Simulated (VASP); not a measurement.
A run of VASP 6.6.1 is set up as follows.

POSCAR

```
WSe2
1.0
    3.4672447848      0.0000000000      0.0000000000
   -1.7336223924      3.0027220648      0.0000000000
    0.0000000000      0.0000000000     16.6581424200
W Se
1 2
Direct
    0.0000000000      0.0000000000      0.0000000000
    0.3333333333      0.6666666667      0.0997865200
    0.3333333333      0.6666666667      0.9002134800
```

INCAR.step1

```
SYSTEM = WSe2
ALGO = Normal
EDIFF = 1E-4
ENCUT = 520
GGA = PE
ISMEAR = 0
LASPH = .True.
LCHARG = .False.
LREAL = .False.
LWAVE = .True.
NBANDS = 20
NELM = 80
PREC = Accurate
SIGMA = 0.05
```

File INCAR.step2:

```
SYSTEM = WSe2
ALGO = Normal
EDIFF = 1E-7
ENCUT = 520
ISIF = 2
ISMEAR = 0
ISTART = 1
LASPH = .True.
LCHARG = .True.
LELF = .True.
LMIXTAU = .True.
LREAL = .False.
LVHAR = .True.
LWAVE = .False.
METAGGA = R2SCAN
NBANDS = 20
NELM = 80
PREC = Accurate
SIGMA = 0.05
```

KPOINTS

```
k-points
0
Gamma
  12 12 2
  0 0 0
```

Potentials or basis: VASP PAW PBE potentials, release 64 (W_sv, Se).

The run is started by

```sh
$ cat potpaw_PBE.64/W_sv/POTCAR potpaw_PBE.64/Se/POTCAR > POTCAR
$ cp INCAR.step1 INCAR
$ mpirun -np 1 vasp_std > vasp.out
$ cp INCAR.step2 INCAR
$ mpirun -np 1 vasp_std > vasp.out
```

(1) What does it give for the band gap on the k mesh?

(2) Predict the largest force.

## Answers

(1) 1.19 eV (least direct gap 1.24 eV).

(2) 0.828 eV/Å.

Caveat: the cell differs from its parent crystal (strain +0.0450 x Voigt [1, 1, 0, 0, 0, 0]); there is no dipole correction, which matters where the two faces differ; the PAW data sets were made with another functional, which shifts forces and pressure a little; spin-orbit coupling is left out, which moves the levels of the heavy elements.
